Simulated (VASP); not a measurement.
# Cu (I4/mmm) in VASP: notebook

The runs below take Cu through single point, with PBE.

Program: VASP 6.6.1. These are calculated values, not measurements. Logs are shortened: lines on timing, memory, paths and dates and some standing lists are left out, and cuts for length are marked.

## 1. The cell of the first run

It takes space group I4/mmm (No. 139, tetragonal). The conventional cell has a = 2.513 Å, b = 2.513 Å, c = 3.848 Å, α = 90.00°, β = 90.00°, γ = 90.00°. Within 3.3 Å of Cu (site symmetry 4/mmm) lie 12 Cu at 2.51 to 2.62 Å.

## 2. Single point, PBE (uniaxial strain along c: +6.0 %, then relaxed in part)

INCAR reads:

```
SYSTEM = Cu
PREC = Accurate
ENCUT = 520
EDIFF = 1E-6
ISMEAR = 0
SIGMA = 0.1
LREAL = .FALSE.
LASPH = .TRUE.
NELM = 80
ALGO = Fast
ISIF = 2
LWAVE = .FALSE.
LCHARG = .TRUE.
GGA = PE
LELF = .TRUE.
LVHAR = .TRUE.
NBANDS = 18
```

KPOINTS reads:

```
Automatic mesh
0
G
  20 20 14
  0 0 0
```

POSCAR reads:

```
Cu
1.0
    1.7767319852      1.7767319852      0.0000000000
   -1.7767319852      1.7767319852      0.0000000000
    0.0000000000      0.0000000000      3.8475909792
Cu
2
Direct
    0.0000000000      0.0000000000      0.0000000000
    0.5000000000      0.5000000000      0.5000000000
```

Potentials or basis: VASP PAW PBE potentials, release 64 (Cu).

Launch:

```bash
$ cat potpaw_PBE.64/Cu/POTCAR > POTCAR
$ mpirun -np 1 vasp_std > vasp.out
```

OUTCAR:

```text
SYSTEM = Cu
   PREC = Accurate
   ENCUT = 520
   EDIFF = 1E-6
   ISMEAR = 0
   LREAL = .FALSE.
   LASPH = .TRUE.
   NELM = 80
   ISIF = 2
   GGA = PE

 ion  position               nearest neighbor table
   1  0.000  0.000  0.000-   2 2.62   2 2.62   2 2.62   2 2.62   2 2.62   2 2.62   2 2.62   2 2.62

   2  0.500  0.500  0.500-   1 2.62   1 2.62   1 2.62   1 2.62   1 2.62   1 2.62   1 2.62   1 2.62

  LATTYP: Found a simple tetragonal cell.
 ALAT       =     2.5126784702
 C/A-ratio  =     1.5312707236

  Lattice vectors:

 A1 = (   1.7767319852,   1.7767319852,   0.0000000000)
 A2 = (  -1.7767319852,   1.7767319852,   0.0000000000)
 A3 = (   0.0000000000,   0.0000000000,   3.8475909792)

Analysis of symmetry for initial positions (statically):
=====================================================================
 Subroutine PRICEL returns following result:

  LATTYP: Found a body centered tetragonal cell.
 ALAT       =     2.5126784702
 C/A-ratio  =     1.5312707236

  Lattice vectors:

 A1 = (   1.7767319852,   0.0000000000,  -1.9237954896)
 A2 = (  -1.7767319852,   0.0000000000,  -1.9237954896)
 A3 = (   0.0000000000,   1.7767319852,   1.9237954896)

   2 primitive cells build up your supercell.

 Routine SETGRP: Setting up the symmetry group for a
 simple tetragonal supercell.

 Subroutine GETGRP returns: Found 16 space group operations
 (whereof 16 operations were pure point group operations)
 out of a pool of 16 trial point group operations.

The static configuration has the point symmetry D_4h.

Analysis of symmetry for dynamics (positions and initial velocities):
=====================================================================
 Subroutine PRICEL returns following result:

  LATTYP: Found a body centered tetragonal cell.
 ALAT       =     2.5126784702
 C/A-ratio  =     1.5312707236

  Lattice vectors:

 A1 = (   1.7767319852,   0.0000000000,  -1.9237954896)
 A2 = (  -1.7767319852,   0.0000000000,  -1.9237954896)
 A3 = (   0.0000000000,   1.7767319852,   1.9237954896)

   2 primitive cells build up your supercell.

 Routine SETGRP: Setting up the symmetry group for a
 simple tetragonal supercell.

 Subroutine GETGRP returns: Found 16 space group operations
 (whereof 16 operations were pure point group operations)
 out of a pool of 16 trial point group operations.

The dynamic configuration has the point symmetry D_4h.

 Subroutine INISYM returns: Found 16 space group operations
 (whereof 16 operations are pure point group operations),
 and found     2 'primitive' translations

----------------------------------------------------------------------------------------

                                     Primitive cell

  volume of cell :      12.1460

  direct lattice vectors                    reciprocal lattice vectors
     1.776731985  0.000000000 -1.923795490     0.281415545  0.281415545 -0.259902886
    -1.776731985  0.000000000 -1.923795490    -0.281415545  0.281415545 -0.259902886
     0.000000000  1.776731985  1.923795490     0.000000000  0.562831090  0.000000000

  length of vectors
     2.618733593  2.618733593  2.618733593     0.475330336  0.475330336  0.562831090

  position of ions in fractional coordinates (direct lattice)
     0.000000000  0.000000000  0.000000000

  ion indices of the primitive-cell ions
   primitive index   ion index
                 1           1

----------------------------------------------------------------------------------------

 KPOINTS: Automatic mesh

Automatic generation of k-mesh.
 Grid dimensions read from file:
 generate k-points for:   20   20   14

 Generating k-lattice:

  Cartesian coordinates                     Fractional coordinates (reciprocal lattice)
     0.014070777  0.014070777  0.000000000     0.050000000  0.000000000  0.000000000
    -0.014070777  0.014070777  0.000000000     0.000000000  0.050000000  0.000000000
     0.000000000  0.000000000  0.018564492     0.000000000  0.000000000  0.071428571

  Length of vectors
     0.019899084  0.019899084  0.018564492

  Shift w.r.t. Gamma in fractional coordinates (k-lattice)
     0.000000000  0.000000000  0.000000000

 Subroutine IBZKPT returns following result:
 ===========================================

 Found    528 irreducible k-points:

 Following reciprocal coordinates:
            Coordinates               Weight
  0.000000  0.000000  0.000000      1.000000
  0.050000  0.000000  0.000000      4.000000
  0.100000  0.000000  0.000000      4.000000
  0.150000  0.000000  0.000000      4.000000
  0.200000  0.000000  0.000000      4.000000
  0.250000  0.000000  0.000000      4.000000
[... 16 lines left out ...]
  0.150000  0.100000  0.000000      8.000000
  0.200000  0.100000  0.000000      8.000000
 [... further k-points ...]
   k-points           NKPTS =    528   k-points in BZ     NKDIM =    528   number of bands    NBANDS=     18
   number of dos      NEDOS =    301   number of ions     NIONS =      2
   total plane-waves  NPLWV =  12000
   dimension x,y,z NGX =    20 NGY =   20 NGZ =   30
   dimension x,y,z NGXF=    40 NGYF=   40 NGZF=   60
   ions per type =               2
   NGX,Y,Z   is equivalent  to a cutoff of  13.23, 13.23, 12.96 a.u.
   NGXF,Y,Z  is equivalent  to a cutoff of  26.47, 26.47, 25.92 a.u.
 SYSTEM =  Cu
   PREC   = accura    normal or accurate (medium, high low for compatibility)
   ISTART =      0    job   : 0-new  1-cont  2-samecut
   ICHARG =      2    charge: 1-file 2-atom 10-const
   ISPIN  =      1    spin polarized calculation?
   LNONCOLLINEAR =      F non collinear calculations
   LSORBIT =      F    spin-orbit coupling
   LASPH  =      T    aspherical Exc in radial PAW
   ENCUT  =  520.0 eV  38.22 Ry    6.18 a.u.   4.67  4.67  7.15*2*pi/ulx,y,z
   NELM   =     80;   NELMIN=  2; NELMDL= -5     # of ELM steps
   EDIFF  = 0.1E-05   stopping-criterion for ELM
   LREAL  =      F    real-space projection
   EDIFFG = 0.1E-04   stopping-criterion for IOM
   NSW    =      0    number of steps for IOM
   IBRION =     -1    ionic relax: 0-MD 1-quasi-New 2-CG
   NFREE  =      0    steps in history (QN), initial steepest desc. (CG)
   ISIF   =      2    stress and relaxation
   ISYM   =      2    0-nonsym 1-usesym 2-fastsym
   POTIM  = 0.5000    time-step for ionic-motion
   TEBEG  =    0.0;   TEEND  =   0.0 temperature during run
   PSTRESS=    0.0 pullay stress
   NELECT =      22.0000    total number of electrons
   NUPDOWN=      -1.0000    fix difference up-down
   EMIN   =  10.00;   EMAX   =-10.00  energy-range for DOS
   EFERMI =   0.00;   METHOD = LEGACY
   ISMEAR =     0;   SIGMA  =   0.10  broadening in eV -4-tet -1-fermi 0-gaus
   EFERMI_NEDOS =   21; number of points for ismear=-14 and -15
   IALGO  =     68    algorithm
   IMIX   =      4    mixing-type and parameters
     AMIX     =   0.40;   BMIX     =  1.00
     AMIX_MAG =   1.60;   BMIX_MAG =  1.00
  volume/ion in A,a.u.               =      12.15        81.97
  Fermi-wavevector in a.u.,A,eV,Ry     =   1.583901  2.993140 34.133530  2.508744
  Thomas-Fermi vector in A             =   2.683601
   LORBIT       =      0    0 simple, 1 ext, 2 COOP (PROOUT), +10 PAW based schemes
   GGA     = PE    functional components
   LHFCALC =     F    Hartree Fock is set to
   AEXX    =    0.0000 exact exchange contribution
   IVDW    =     0    specifies the selected vdW correction
   LEPSILON=     F    determine dielectric tensor
   LRPA    =     F    only Hartree local field effects (RPA)
 non-spin polarized calculation
 RMM-DIIS sequential band-by-band and
 Gauss-broadening in eV      SIGMA  =   0.10
  energy-cutoff  :      520.00
  volume of cell :       24.29
 maximum number of plane-waves:       672
 NGX is ok and might be reduce to    20
   NGX =  9   NGY =  9   NGZ = 15

 number of electron      21.9999989 magnetization

 Free energy of the ion-electron system (eV)
  ---------------------------------------------------
  ext. energy  EPLUGINS =         0.00000000
  ---------------------------------------------------
  free energy    TOTEN  =        -7.43432721 eV

  energy without entropy =       -7.43028040  energy(sigma->0) =       -7.43230381

 E-fermi :   7.2407     XC(G=0): -12.5636

 val. band max:        7.2374018125   @ k =   0.4000   0.4000   0.0714
 cond. band min:       7.2432763056   @ k =   0.5000   0.1000   0.2143
 fundamental gap:      0.0058744931
 Fermi energy:         7.2407466363

 k-point     1 :       0.0000    0.0000    0.0000
  band No.  band energies     occupation
      1      -1.8953      2.00000
      2       2.4474      2.00000
      3       2.9773      2.00000
      4       4.0477      2.00000
      5       4.4402      2.00000
      6       4.4402      2.00000
[... 10 lines left out ...]
     17      28.2464      0.00000
     18      29.7303      0.00000

 k-point     2 :       0.0500    0.0000    0.0000
  band No.  band energies     occupation
      1      -1.8324      2.00000
      2       2.4791      2.00000
      3       2.9949      2.00000
      4       4.0644      2.00000
      5       4.4220      2.00000
      6       4.4499      2.00000
[... 10 lines left out ...]
     17      28.7290      0.00000
     18      29.3861      0.00000

 k-point     3 :       0.1000    0.0000    0.0000
  band No.  band energies     occupation
      1      -1.6447      2.00000
      2       2.5701      2.00000
      3       3.0473      2.00000
      4       4.1110      2.00000
      5       4.3693      2.00000
      6       4.4787      2.00000
[... 10 lines left out ...]
     17      28.2050      0.00000
     18      29.4031      0.00000

 k-point     4 :       0.1500    0.0000    0.0000
  band No.  band energies     occupation
      1      -1.3358      2.00000
      2       2.7087      2.00000
      3       3.1326      2.00000
      4       4.1762      2.00000
      5       4.2871      2.00000
      6       4.5254      2.00000
[... 10 lines left out ...]
     17      26.8407      0.00000
     18      27.5399      0.00000

 k-point     5 :       0.2000    0.0000    0.0000
  band No.  band energies     occupation
      1      -0.9118      2.00000
      2       2.8763      2.00000
      3       3.2469      2.00000
      4       4.1837      2.00000
      5       4.2406      2.00000
      6       4.5885      2.00000
[... 10 lines left out ...]
     17      25.7133      0.00000
     18      27.0809      0.00000

 k-point     6 :       0.2500    0.0000    0.0000
  band No.  band energies     occupation
      1      -0.3829      2.00000
      2       3.0504      2.00000
      3       3.3809      2.00000
      4       4.0688      2.00000
      5       4.2812      2.00000
      6       4.3362      2.00000
[... 10 lines left out ...]
     17      23.9604      0.00000
     18      27.3437      0.00000

 k-point     7 :       0.3000    0.0000    0.0000
  band No.  band energies     occupation
      1       0.2347      2.00000
      2       3.2085      2.00000
      3       3.5172      2.00000
      4       3.9532      2.00000
      5       4.1009      2.00000
      6       4.2849      2.00000
[... 10 lines left out ...]
     17      24.3356      0.00000
     18      27.6606      0.00000

 k-point     8 :       0.3500    0.0000    0.0000
  band No.  band energies     occupation
      1       0.9154      2.00000
      2       3.3218      2.00000
      3       3.6381      2.00000
      4       3.8478      2.00000
      5       3.9194      2.00000
      6       4.2514      2.00000
[... 10 lines left out ...]
     17      25.3183      0.00000
     18      28.0506      0.00000
[... 229 lines left out ...]
     17      25.1188      0.00000
     18      29.7637      0.00000

 k-point    20 :       0.4500    0.0500    0.0000
  band No.  band energies     occupation
      1       2.3140      2.00000
      2       3.2096      2.00000
      3       3.6871      2.00000
      4       3.6932      2.00000
      5       3.8368      2.00000
      6       4.0798      2.00000
[... 10 lines left out ...]
     17      26.1546      0.00000
     18      28.4321      0.00000

 k-point    21 :       0.5000    0.0500    0.0000
  band No.  band energies     occupation
      1       2.8490      2.00000
      2       2.8490      2.00000
      3       3.6684      2.00000
      4       3.6684      2.00000
      5       3.9628      2.00000
      6       3.9628      2.00000
[... 10 lines left out ...]
     17      27.2611      0.00000
     18      27.2611      0.00000

 k-point    22 :       0.1000    0.1000    0.0000
  band No.  band energies     occupation
      1      -1.3965      2.00000
      2       2.6864      2.00000
      3       3.1197      2.00000
      4       4.1822      2.00000
      5       4.2942      2.00000
      6       4.5227      2.00000
[... 10 lines left out ...]
     17      28.6994      0.00000
     18      28.9628      0.00000

 k-point    23 :       0.1500    0.1000    0.0000
  band No.  band energies     occupation
      1      -1.0908      2.00000
      2       2.8167      2.00000
      3       3.2077      2.00000
      4       4.2110      2.00000
      5       4.2571      2.00000
      6       4.5721      2.00000
[... 10 lines left out ...]
     17      27.5641      0.00000
     18      28.8550      0.00000

 k-point    24 :       0.2000    0.1000    0.0000
  band No.  band energies     occupation
      1      -0.6722      2.00000
      2       2.9735      2.00000
      3       3.3228      2.00000
      4       4.1074      2.00000
      5       4.3295      2.00000
      6       4.4288      2.00000
[... 10 lines left out ...]
     17      25.8205      0.00000
     18      29.2469      0.00000

 [... further k-points ...]
[... 5 lines left out ...]
  --------------------------------------------------------------------------------------
  -------------------------------------------------------------------------------------
  Total        0.1257872      0.1257872     -0.7083755      0.0000000      0.0000000     -0.0000000
  in kB        8.2962970      8.2962970    -46.7209209      0.0000000      0.0000000     -0.0000000
  external PRESSURE =     -10.0427756 kB  Pullay stress =       0.0000000 kB

 VOLUME and BASIS-vectors are now :
 -----------------------------------------------------------------------------
  energy-cutoff  :      520.00
  volume of cell :       24.29
      direct lattice vectors                 reciprocal lattice vectors
     1.776731985  1.776731985  0.000000000     0.281415545  0.281415545  0.000000000
    -1.776731985  1.776731985  0.000000000    -0.281415545  0.281415545  0.000000000
     0.000000000  0.000000000  3.847590979     0.000000000  0.000000000  0.259902886

 POSITION                                       TOTAL-FORCE (eV/Angst)
 -----------------------------------------------------------------------------------
      0.00000      0.00000      0.00000        -0.000000      0.000000      0.000000
      0.00000      1.77673      1.92380         0.000000     -0.000000     -0.000000
 -----------------------------------------------------------------------------------
    total drift:                               -0.000000      0.000000      0.000000

  FREE ENERGIE OF THE ION-ELECTRON SYSTEM (eV)
  ---------------------------------------------------
  free  energy   TOTEN  =        -7.4343272083 eV

  energy  without entropy=       -7.4302804039  energy(sigma->0) =       -7.43230381
```

Run time: 2.9 min. Hardware: 1 thread of Intel Xeon 6975P-C, shared host; peak memory 0.29 GiB.

Results:

```
Free energy            : -7.4343 eV
Pressure               : -1.0 GPa
Band gap on the k mesh : zero (band 11 reaches 13.43 eV, above the bottom of band 12 at 5.45 eV)
```

Stress tensor (GPa, compression positive):
```
 0.83  0.00  0.00
 0.00  0.83  0.00
 0.00  0.00 -4.67
```

Caveat: the cell differs from its parent crystal (uniaxial strain along c: +6.0 %, then relaxed in part).

## 3. Single point, PBE (uniaxial strain along c: +6.0 %)

INCAR reads:

```
SYSTEM = Cu
PREC     = Accurate       ! precision mode
ENCUT    = 520            ! plane-wave cutoff, eV
EDIFF    = 1E-6           ! SCF threshold, eV
ISMEAR   = 0              ! smearing method
SIGMA    = 0.1            ! smearing width, eV
LREAL    = .FALSE.        ! projectors in reciprocal space
LASPH    = .TRUE.         ! aspherical terms in the spheres
NELM     = 100            ! most SCF steps
ALGO     = Fast           ! electronic algorithm
ISIF     = 2              ! what is computed and relaxed
LWAVE    = .FALSE.        ! write WAVECAR
LCHARG   = .TRUE.         ! write CHGCAR
GGA      = PE             ! functional
LELF     = .TRUE.         ! ELF
LVHAR    = .TRUE.       
NBANDS   = 18             ! bands
```

KPOINTS is that of step 2.

POSCAR reads:

```
Cu
1.0
    1.7876778842      1.7876778842      0.0000000000
   -1.7876778842      1.7876778842      0.0000000000
    0.0000000000      0.0000000000      3.8475909792
Cu
2
Direct
    0.0000000000      0.0000000000      0.0000000000
    0.5000000000      0.5000000000      0.5000000000
```

Potentials or basis: VASP PAW PBE potentials, release 64 (Cu).

Launch:

```bash
$ cat potpaw_PBE.64/Cu/POTCAR > POTCAR
$ mpirun -np 1 vasp_std > vasp.out
```

It took 2.7 min on 1 thread of Intel Xeon 6975P-C, shared host; peak memory 0.29 GiB.

The run converged. Its results:

* Free energy: -7.4337 eV
* Pressure: -2.8 GPa
* Band gap on the k mesh: zero (band 11 reaches 13.22 eV, above the bottom of band 12 at 5.31 eV)

Stress tensor (GPa, compression positive):
```
-1.22  0.00  0.00
 0.00 -1.22  0.00
 0.00  0.00 -6.01
```

Levels at points of the mesh, in eV from the Fermi level:
| k point | band 9 | band 10 | band 11 | band 12 | band 13 | band 14 |
| --- | --- | --- | --- | --- | --- | --- |
| (0.00, 0.00, 0.00) | -1.60 | -1.48 | -1.48 | 0.59 | 5.62 | 13.94 |
| (0.50, 0.00, 0.00) | -2.06 | -2.06 | -0.11 | -0.11 | 8.86 | 8.86 |
| (0.50, 0.50, 0.00) | -1.34 | -1.34 | 2.06 | 2.06 | 7.48 | 7.48 |
| (0.00, 0.00, 0.50) | -2.20 | -2.20 | -1.78 | -1.78 | 15.92 | 15.92 |
| (0.50, 0.00, 0.50) | -1.54 | -1.54 | -0.86 | -0.86 | 3.59 | 3.59 |
| (0.50, 0.50, 0.50) | -1.34 | -1.34 | 6.13 | 6.13 | 6.13 | 6.13 |

Caveat: the cell differs from its parent crystal (uniaxial strain along c: +6.0 %).
